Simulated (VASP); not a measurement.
Crystal: BN.

```
N B
1.0
     2.54724    0.00000    0.00000
    -1.27362    2.20597    0.00000
     0.00000    0.00000    6.76584
N B
2 2
Direct
  0.66667 0.33333 0.25000
  0.33333 0.66667 0.75000
  0.66667 0.33333 0.75000
  0.33333 0.66667 0.25000
```

Base run:

| Quantity | Value |
| --- | --- |
| Program | VASP 6.6.1 |
| Functional | r2SCAN |
| Potentials or basis | VASP PAW PBE potentials, release 64 (N, B) |
| Cutoff | 520 eV |
| k mesh | 12 × 12 × 4 |
| Occupations | fermi-dirac, width 0.05 eV |
| Spin | no spin polarisation |

Its results: band gap on the k mesh 4.81 eV, indirect (least direct gap 5.22 eV); pressure -11.8 GPa.

Problem. The run is repeated on the same cell with these changes: functional from r2SCAN to RPBE. What comes out?

Solution. Band gap on the k mesh 4.32 eV, indirect (least direct gap 4.59 eV); pressure -4.6 GPa.

r2SCAN gives the wider gap, since meta-GGAs in the generalised Kohn-Sham scheme recover part of the derivative discontinuity.

Caveats: the PAW data sets were made with another functional, which shifts forces and pressure a little; this functional lacks dispersion, which binds the layers, so the pressure and a relaxed spacing across them are unreliable (some runs).

A k mesh can miss the band edges.
